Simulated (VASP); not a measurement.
# Mo (Pm-3n) in VASP: notebook

Runs on Mo. Level: RPBE. Tasks: single point, relaxation of cell and atoms.

Program: VASP 6.6.1. These are calculated values, not measurements. Logs are shortened: lines on timing, memory, paths and dates and some standing lists are left out, and cuts for length are marked.

### Step 1. The cell of the first run

It takes space group Pm-3n (No. 223, cubic). The conventional cell has a = 5.065 Å, b = 5.065 Å, c = 5.065 Å, α = 90.00°, β = 90.00°, γ = 90.00°. Within 3.7 Å of Mo (site symmetry m-3) lie 12 Mo at 2.83 Å. Within 3.3 Å of Mo (site symmetry -4m2) lie 14 Mo at 2.53 to 3.10 Å.

### Step 2. Single point, RPBE

Input file INCAR:

```
  PREC = Accurate
  ENCUT = 520
  EDIFF = 1E-7
  ISMEAR = -1
  SIGMA = 0.1
  LREAL = F
  LASPH = T
  NELM = 100
  ALGO = Normal
  ISIF = 2
  LWAVE = F
  LCHARG = F
  GGA = RP
  NBANDS = 66
```

Input file KPOINTS:

```
Automatic mesh
0
Gamma
  5 5 5
```

Input file POSCAR:

```
Mo
1.0
    5.0654008613      0.0000000000      0.0000000000
    0.0000000000      5.0654008613      0.0000000000
    0.0000000000      0.0000000000      5.0654008613
Mo
8
Direct
    0.0000000000      1.0000000000      1.0000000000
    0.5000000000      0.5000000000      0.5000000000
    0.2500000000      1.0000000000      0.5000000000
    0.7500000000      0.0000000000      0.5000000000
    0.5000000000      0.2500000000      1.0000000000
    0.5000000000      0.7500000000      0.0000000000
    0.0000000000      0.5000000000      0.2500000000
    1.0000000000      0.5000000000      0.7500000000
```

Potentials or basis: VASP PAW PBE potentials, release 64 (Mo_sv).

On the command line:

```
cat potpaw_PBE.64/Mo_sv/POTCAR > POTCAR
mpirun -np 1 vasp_std > vasp.out
```

OUTCAR:

```text
PREC = Accurate
   ENCUT = 520
   EDIFF = 1E-7
   ISMEAR = -1
   LREAL = F
   LASPH = T
   NELM = 100
   ISIF = 2
   GGA = RP

 ion  position               nearest neighbor table
   1  0.000  0.000  0.000-   3 2.83   4 2.83   5 2.83   6 2.83   7 2.83   8 2.83   3 2.83   4 2.83
                             7 2.83   8 2.83   5 2.83   6 2.83
   2  0.500  0.500  0.500-   3 2.83   4 2.83   5 2.83   6 2.83   7 2.83   8 2.83   5 2.83   6 2.83
                             3 2.83   4 2.83   7 2.83   8 2.83
   3  0.250  0.000  0.500-   4 2.53   4 2.53   1 2.83   1 2.83   2 2.83   2 2.83   5 3.10   6 3.10
                             6 3.10   5 3.10   8 3.10   7 3.10   8 3.10   7 3.10
   4  0.750  0.000  0.500-   3 2.53   3 2.53   1 2.83   1 2.83   2 2.83   2 2.83   5 3.10   6 3.10
                             6 3.10   5 3.10   8 3.10   7 3.10   8 3.10   7 3.10
   5  0.500  0.250  0.000-   6 2.53   6 2.53   1 2.83   2 2.83   2 2.83   1 2.83   3 3.10   4 3.10
                             3 3.10   4 3.10   8 3.10   7 3.10   7 3.10   8 3.10
   6  0.500  0.750  0.000-   5 2.53   5 2.53   1 2.83   2 2.83   2 2.83   1 2.83   3 3.10   4 3.10
                             3 3.10   4 3.10   8 3.10   7 3.10   7 3.10   8 3.10
   7  0.000  0.500  0.250-   8 2.53   8 2.53   1 2.83   2 2.83   1 2.83   2 2.83   3 3.10   4 3.10
                             5 3.10   3 3.10   4 3.10   6 3.10   5 3.10   6 3.10
   8  0.000  0.500  0.750-   7 2.53   7 2.53   1 2.83   2 2.83   1 2.83   2 2.83   3 3.10   4 3.10
                             5 3.10   3 3.10   4 3.10   6 3.10   5 3.10   6 3.10

  LATTYP: Found a simple cubic cell.
 ALAT       =     5.0654008613

  Lattice vectors:

 A1 = (   5.0654008613,   0.0000000000,   0.0000000000)
 A2 = (   0.0000000000,   5.0654008613,   0.0000000000)
 A3 = (   0.0000000000,   0.0000000000,   5.0654008613)

Analysis of symmetry for initial positions (statically):
=====================================================================
 Subroutine PRICEL returns:
 Original cell was already a primitive cell.

 Routine SETGRP: Setting up the symmetry group for a
 simple cubic supercell.

 Subroutine GETGRP returns: Found 48 space group operations
 (whereof 24 operations were pure point group operations)
 out of a pool of 48 trial point group operations.

The static configuration has the point symmetry T_h .
 The point group associated with its full space group is O_h .

Analysis of symmetry for dynamics (positions and initial velocities):
=====================================================================
 Subroutine PRICEL returns:
 Original cell was already a primitive cell.

 Routine SETGRP: Setting up the symmetry group for a
 simple cubic supercell.

 Subroutine GETGRP returns: Found 48 space group operations
 (whereof 24 operations were pure point group operations)
[... 110 lines left out ...]
   PSTRESS=    0.0 pullay stress
   NELECT =     112.0000    total number of electrons
   NUPDOWN=      -1.0000    fix difference up-down
   EMIN   =  10.00;   EMAX   =-10.00  energy-range for DOS
   EFERMI =   0.00;   METHOD = LEGACY
   ISMEAR =    -1;   SIGMA  =   0.10  broadening in eV -4-tet -1-fermi 0-gaus
   EFERMI_NEDOS =   21; number of points for ismear=-14 and -15
   IALGO  =     38    algorithm
   IMIX   =      4    mixing-type and parameters
     AMIX     =   0.40;   BMIX     =  1.00
     AMIX_MAG =   1.60;   BMIX_MAG =  1.00
  volume/ion in A,a.u.               =      16.25       109.63
  Fermi-wavevector in a.u.,A,eV,Ry     =   1.557879  2.943964 33.021157  2.426987
  Thomas-Fermi vector in A             =   2.661465
   LORBIT       =      0    0 simple, 1 ext, 2 COOP (PROOUT), +10 PAW based schemes
   GGA     = RP    functional components
   LHFCALC =     F    Hartree Fock is set to
   AEXX    =    0.0000 exact exchange contribution
   IVDW    =     0    specifies the selected vdW correction
   LEPSILON=     F    determine dielectric tensor
   LRPA    =     F    only Hartree local field effects (RPA)
 non-spin polarized calculation
  energy-cutoff  :      520.00
  volume of cell :      129.97
 maximum number of plane-waves:      3523
 NGX is ok and might be reduce to    40
   NGX = 19   NGY = 19   NGZ = 19

 number of electron     112.0000033 magnetization

 Free energy of the ion-electron system (eV)
  ---------------------------------------------------
  ext. energy  EPLUGINS =         0.00000000
  ---------------------------------------------------
  free energy    TOTEN  =       -82.29570864 eV

  energy without entropy =      -82.14829680  energy(sigma->0) =      -82.22200272

 E-fermi :  11.7531     XC(G=0): -13.0924

 val. band max:       11.7096154960   @ k =   0.4000   0.2000   0.2000
 cond. band min:      11.7712770966   @ k =   0.4000   0.2000   0.0000
 fundamental gap:      0.0616616005
 Fermi energy:        11.7531064829

 k-point     1 :       0.0000    0.0000    0.0000
  band No.  band energies     occupation
      1     -49.2766      2.00000
      2     -49.1664      2.00000
      3     -49.1664      2.00000
      4     -48.9385      2.00000
      5     -48.9385      2.00000
      6     -48.9385      2.00000
[... 679 lines left out ...]
     65      13.8675      0.00000
     66      13.9273      0.00000

------------------------ aborting loop because EDIFF is reached ----------------------------------------

  FORCE on cell =-STRESS in cart. coord.  units (eV):
  Direction    XX          YY          ZZ          XY          YZ          ZX
  --------------------------------------------------------------------------------------
  -------------------------------------------------------------------------------------
  Total        0.3533977      0.3533977      0.3533977      0.0000000      0.0000000      0.0000000
  in kB        4.3564513      4.3564513      4.3564513      0.0000000      0.0000000      0.0000000
  external PRESSURE =       4.3564513 kB  Pullay stress =       0.0000000 kB

 VOLUME and BASIS-vectors are now :
 -----------------------------------------------------------------------------
  energy-cutoff  :      520.00
  volume of cell :      129.97
      direct lattice vectors                 reciprocal lattice vectors
     5.065400861  0.000000000  0.000000000     0.197417742  0.000000000  0.000000000
     0.000000000  5.065400861  0.000000000     0.000000000  0.197417742  0.000000000
     0.000000000  0.000000000  5.065400861     0.000000000  0.000000000  0.197417742

 POSITION                                       TOTAL-FORCE (eV/Angst)
 -----------------------------------------------------------------------------------
      0.00000      0.00000      0.00000         0.000000      0.000000      0.000000
      2.53270      2.53270      2.53270         0.000000      0.000000      0.000000
      1.26635      0.00000      2.53270        -0.000000      0.000000      0.000000
      3.79905      0.00000      2.53270         0.000000     -0.000000     -0.000000
      2.53270      1.26635      0.00000        -0.000000     -0.000000     -0.000000
      2.53270      3.79905      0.00000         0.000000      0.000000      0.000000
      0.00000      2.53270      1.26635        -0.000000      0.000000      0.000000
      0.00000      2.53270      3.79905         0.000000     -0.000000      0.000000
 -----------------------------------------------------------------------------------
    total drift:                                0.000000     -0.000000      0.000000

  FREE ENERGIE OF THE ION-ELECTRON SYSTEM (eV)
  ---------------------------------------------------
  free  energy   TOTEN  =       -82.2957086402 eV

  energy  without entropy=      -82.1482968034  energy(sigma->0) =      -82.22200272
```

OSZICAR:

```text
N       E                     dE             d eps       ncg     rms          rms(c)
DAV:   1     0.145952149386E+04    0.14595E+04   -0.69304E+04  1320   0.179E+03
DAV:   2    -0.241140392123E+02   -0.14836E+04   -0.14471E+04  1420   0.568E+02
DAV:   3    -0.855900619502E+02   -0.61476E+02   -0.58205E+02  1748   0.102E+02
DAV:   4    -0.872431437922E+02   -0.16531E+01   -0.16254E+01  1616   0.132E+01
DAV:   5    -0.872797367102E+02   -0.36593E-01   -0.36438E-01  1582   0.189E+00    0.375E+01
DAV:   6    -0.829361739298E+02    0.43436E+01   -0.10505E+01  1476   0.167E+01    0.101E+01
DAV:   7    -0.823960034483E+02    0.54017E+00   -0.27711E+00  1564   0.824E+00    0.324E+00
DAV:   8    -0.823234508356E+02    0.72553E-01   -0.69897E-01  1670   0.478E+00    0.211E+00
DAV:   9    -0.822966788225E+02    0.26772E-01   -0.16216E-01  1614   0.214E+00    0.636E-01
DAV:  10    -0.822955971764E+02    0.10816E-02   -0.13474E-02  1636   0.701E-01    0.173E-01
DAV:  11    -0.822957090835E+02   -0.11191E-03   -0.12069E-03  1688   0.141E-01    0.566E-02
DAV:  12    -0.822957117286E+02   -0.26451E-05   -0.12205E-04  1678   0.579E-02    0.181E-02
DAV:  13    -0.822957091180E+02    0.26106E-05   -0.29566E-05  1712   0.305E-02    0.748E-03
DAV:  14    -0.822957085782E+02    0.53978E-06   -0.22341E-06  1654   0.828E-03    0.198E-03
DAV:  15    -0.822957086402E+02   -0.61989E-07   -0.60137E-08   976   0.125E-03
   1 F= -.82295709E+02 E0= -.82222003E+02  d E =-.147412E+00
```

Wall time 49 s (1 thread of Intel Xeon 6975P-C (Granite Rapids), shared host); peak memory 0.25 GiB.

Results:

```yaml
Free_energy: -82.2957 eV
Pressure: 0.4 GPa
Band_gap_on_the_k_mesh: zero (bands 56 and 57 overlap by 0.55 eV)
```

Levels at points of the mesh, in eV from the Fermi level:
| k point | band 54 | band 55 | band 56 | band 57 | band 58 | band 59 |
| --- | --- | --- | --- | --- | --- | --- |
| (0.00, 0.00, 0.00) | -0.90 | -0.46 | -0.46 | -0.46 | 1.22 | 1.22 |

Caveat: the PAW data sets were made with another functional, which shifts forces and pressure a little.

### Step 3. Single point, RPBE

Input file INCAR:

```
PREC = Accurate ; ENCUT = 520
EDIFF = 1E-7 ; ISMEAR = -1
SIGMA = 0.1 ; LREAL = F
LASPH = T ; NELM = 100
ALGO = Normal ; ISIF = 2
LWAVE = F ; LCHARG = F
GGA = RP ; NBANDS = 66
```

Input file KPOINTS:

```
regular mesh
0
Gamma
  7 7 7
```

POSCAR is that of step 2.

Potentials or basis: VASP PAW PBE potentials, release 64 (Mo_sv).

On the command line:

```
cat potpaw_PBE.64/Mo_sv/POTCAR > POTCAR
mpirun -np 1 vasp_std > vasp.out
```

OUTCAR:

```text
PREC = Accurate
   ENCUT = 520
   EDIFF = 1E-7
   ISMEAR = -1
   LREAL = F
   LASPH = T
   NELM = 100
   ISIF = 2
   GGA = RP

 ion  position               nearest neighbor table
   1  0.000  0.000  0.000-   3 2.83   4 2.83   5 2.83   6 2.83   7 2.83   8 2.83   3 2.83   4 2.83
                             7 2.83   8 2.83   5 2.83   6 2.83
   2  0.500  0.500  0.500-   3 2.83   4 2.83   5 2.83   6 2.83   7 2.83   8 2.83   5 2.83   6 2.83
                             3 2.83   4 2.83   7 2.83   8 2.83
   3  0.250  0.000  0.500-   4 2.53   4 2.53   1 2.83   1 2.83   2 2.83   2 2.83   5 3.10   6 3.10
                             6 3.10   5 3.10   8 3.10   7 3.10   8 3.10   7 3.10
   4  0.750  0.000  0.500-   3 2.53   3 2.53   1 2.83   1 2.83   2 2.83   2 2.83   5 3.10   6 3.10
                             6 3.10   5 3.10   8 3.10   7 3.10   8 3.10   7 3.10
   5  0.500  0.250  0.000-   6 2.53   6 2.53   1 2.83   2 2.83   2 2.83   1 2.83   3 3.10   4 3.10
                             3 3.10   4 3.10   8 3.10   7 3.10   7 3.10   8 3.10
   6  0.500  0.750  0.000-   5 2.53   5 2.53   1 2.83   2 2.83   2 2.83   1 2.83   3 3.10   4 3.10
                             3 3.10   4 3.10   8 3.10   7 3.10   7 3.10   8 3.10
[... 208 lines left out ...]
      3     -49.1752      2.00000
      4     -48.9473      2.00000
      5     -48.9473      2.00000
      6     -48.9473      2.00000
[... 1369 lines left out ...]
     65      13.9983      0.00000
     66      14.1426      0.00000

------------------------ aborting loop because EDIFF is reached ----------------------------------------

  FORCE on cell =-STRESS in cart. coord.  units (eV):
  Direction    XX          YY          ZZ          XY          YZ          ZX
  --------------------------------------------------------------------------------------
  -------------------------------------------------------------------------------------
  Total        0.6378250      0.6378250      0.6378250      0.0000000      0.0000000      0.0000000
  in kB        7.8626815      7.8626815      7.8626815      0.0000000      0.0000000      0.0000000
  external PRESSURE =       7.8626815 kB  Pullay stress =       0.0000000 kB

 VOLUME and BASIS-vectors are now :
 -----------------------------------------------------------------------------
  energy-cutoff  :      520.00
  volume of cell :      129.97
      direct lattice vectors                 reciprocal lattice vectors
     5.065400861  0.000000000  0.000000000     0.197417742  0.000000000  0.000000000
     0.000000000  5.065400861  0.000000000     0.000000000  0.197417742  0.000000000
     0.000000000  0.000000000  5.065400861     0.000000000  0.000000000  0.197417742

 POSITION                                       TOTAL-FORCE (eV/Angst)
 -----------------------------------------------------------------------------------
      0.00000      0.00000      0.00000         0.000000     -0.000000     -0.000000
      2.53270      2.53270      2.53270         0.000000     -0.000000     -0.000000
      1.26635      0.00000      2.53270         0.000000     -0.000000      0.000000
      3.79905      0.00000      2.53270        -0.000000      0.000000     -0.000000
      2.53270      1.26635      0.00000        -0.000000      0.000000      0.000000
      2.53270      3.79905      0.00000         0.000000     -0.000000     -0.000000
      0.00000      2.53270      1.26635         0.000000     -0.000000     -0.000000
      0.00000      2.53270      3.79905        -0.000000      0.000000     -0.000000
 -----------------------------------------------------------------------------------
    total drift:                                0.000000     -0.000000      0.000000

  FREE ENERGIE OF THE ION-ELECTRON SYSTEM (eV)
  ---------------------------------------------------
  free  energy   TOTEN  =       -82.2341681074 eV

  energy  without entropy=      -82.0666301510  energy(sigma->0) =      -82.15039913
```

Wall time 94 s (1 thread of Intel Xeon 6975P-C (Granite Rapids), shared host); peak memory 0.29 GiB.

What came out:

| Property | Result |
| --- | --- |
| Free energy | -82.2342 eV |
| Pressure | 0.8 GPa |
| Band gap on the k mesh | zero (bands 56 and 57 overlap by 0.66 eV) |

Levels at points of the mesh, in eV from the Fermi level:
```csv
k point,band 53,band 54,band 55,band 56,band 57,band 58,band 59,band 60
"(0.00, 0.00, 0.00)",-0.95,-0.95,-0.50,-0.50,-0.50,1.18,1.18,1.18
```

Caveat: the PAW data sets were made with another functional, which shifts forces and pressure a little.

### Step 4. Relaxation of cell and atoms, RPBE

This run uses another cell than the first one, of 15.59 Å³/atom.

Input file INCAR:

```
  ALGO = Normal
  EDIFF = 1E-6
  EDIFFG = -0.01
  ENCUT = 600
  GGA = RP
  IBRION = 2
  ISIF = 3
  ISMEAR = -1
  LASPH = T
  LCHARG = F
  LREAL = F
  LWAVE = F
  NELM = 60
  NSW = 80
  PREC = Accurate
  SIGMA = 0.1
```

Input file KPOINTS:

```
k-points
0
Gamma
  5 5 5
```

Input file POSCAR:

```
Mo
1.0
    4.9960273309      0.0000000000      0.0000000000
    0.0000000000      4.9960273309      0.0000000000
    0.0000000000      0.0000000000      4.9960273309
Mo
8
Direct
    0.0000000000      0.0000000000      0.0000000000
    0.5000000000      0.5000000000      0.5000000000
    0.2500000000      0.0000000000      0.5000000000
    0.7500000000      0.0000000000      0.5000000000
    0.5000000000      0.2500000000      0.0000000000
    0.5000000000      0.7500000000      0.0000000000
    0.0000000000      0.5000000000      0.2500000000
    0.0000000000      0.5000000000      0.7500000000
```

On the command line:

```
cat potpaw_PBE.64/Mo_sv/POTCAR > POTCAR
mpirun -np 1 vasp_std > vasp.out
```

It took 2.6 min on 1 thread of Intel Xeon 6975P-C (Granite Rapids), shared host; peak memory 0.27 GiB.

The run converged. Its results:

```
Free energy                           : -82.2916 eV
Relaxed volume                        : 16.27 Å³/atom
Relaxed cell                          : a = 5.068 Å, b = 5.068 Å, c = 5.068 Å, α = 90.00°, β = 90.00°, γ = 90.00°
Space group after relaxing (to 0.1 Å) : Pm-3n (No. 223)
Energy gained by relaxing             : 23.2 meV/atom
Ionic steps                           : 4
Pressure after relaxing               : 0.0 GPa
Band gap on the k mesh                : zero (bands 56 and 57 overlap by 0.55 eV)
```

The path:
```tsv
step	energy change (eV)	largest force (eV/Å)	pressure (GPa)	volume (Å³)
1	0.0000	0.0000	11.35	124.70
2	0.9672	0.0000	-21.45	145.72
3	-0.1854	0.0000	-0.45	130.39
4	-0.1857	0.0000	-0.03	130.16
```

Final structure:
```xyz
8
Lattice="5.0679 0.0000 0.0000 0.0000 5.0679 0.0000 0.0000 0.0000 5.0679" Properties=species:S:1:pos:R:3 pbc="T T T"
Mo    0.0000    0.0000    0.0000
Mo    2.5339    2.5339    2.5339
Mo    1.2670    0.0000    2.5339
Mo    3.8009    0.0000    2.5339
Mo    2.5339    1.2670    0.0000
Mo    2.5339    3.8009    0.0000
Mo    0.0000    2.5339    1.2670
Mo    0.0000    2.5339    3.8009
```

Levels at points of the mesh, in eV from the Fermi level:
| k point | band 52 | band 53 | band 54 | band 55 | band 56 | band 57 | band 58 | band 59 | band 60 | band 61 |
| --- | --- | --- | --- | --- | --- | --- | --- | --- | --- | --- |
| (0.00, 0.00, 0.00) | -0.90 | -0.90 | -0.90 | -0.46 | -0.46 | -0.46 | 1.22 | 1.22 | 1.22 | 1.24 |

Caveat: the PAW data sets were made with another functional, which shifts forces and pressure a little.

### Step 5. Summary

| task | cell | k mesh | cutoff (eV) | gap on the mesh (eV) | pressure (GPa) |
| --- | --- | --- | --- | --- | --- |
| single point | a = 5.065 Å, 8 atoms | 5 × 5 × 5 | 520 | none | 0.4 |
| single point | a = 5.065 Å, 8 atoms | 7 × 7 × 7 | 520 | none | 0.8 |
| relaxation of cell and atoms | relaxed from a = 4.996 Å, 8 atoms | 5 × 5 × 5 | 600 | none | 0.0 |

Alike in all rows: level RPBE; potentials or basis VASP PAW PBE potentials, release 64 (Mo_sv); no spin polarisation; smearing fermi-dirac 0.1 eV.

Caveats: the PAW data sets were made with another functional, which shifts forces and pressure a little.

Total energies depend on the potentials used, so only differences within one code and one set of settings carry meaning.

The gap in the log of VASP goes by the Fermi energy; the results here count the filled bands.